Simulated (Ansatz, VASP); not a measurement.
## One calculation of Si4Cl, two programs

```
Si Cl
1.0
     4.31882    0.00000    0.00000
    -2.15941    3.74021    0.00000
     0.00000    0.00000    6.65440
Si Cl
4 1
Direct
  0.33333 0.66667 0.00000
  0.66667 0.33333 0.00000
  0.00000 0.00000 0.73266
  0.00000 0.00000 0.26734
  0.00000 0.00000 0.50000
```

Alike in both runs: task single point; functional PBE; k mesh 6 × 6 × 4; occupations gaussian, width 0.1 eV; no spin polarisation.

|  | VASP | Ansatz |
| --- | --- | --- |
| version | VASP 6.6.1 | Ansatz 0.2.0 |
| potentials or method | VASP PAW PBE potentials, release 64 (Si, Cl), cutoff 520 eV | scalar-relativistic, plane waves, PAW |
| valence electrons in the cell | 23 | 23 |

Ansatz gave:

```
gap on the k mesh at the Fermi level (eV) : none
rms of the force components (eV/Å)        : 11.665
```

**Question.** What did VASP give for the same quantities?

**Answer.** gap on the k mesh at the Fermi level (eV): none; rms of the force components (eV/Å): 11.509.

Atom by atom the forces differ by 0.156 eV/Å (rms over components). A gap of «none» marks a metal or a gap that the smearing closes.
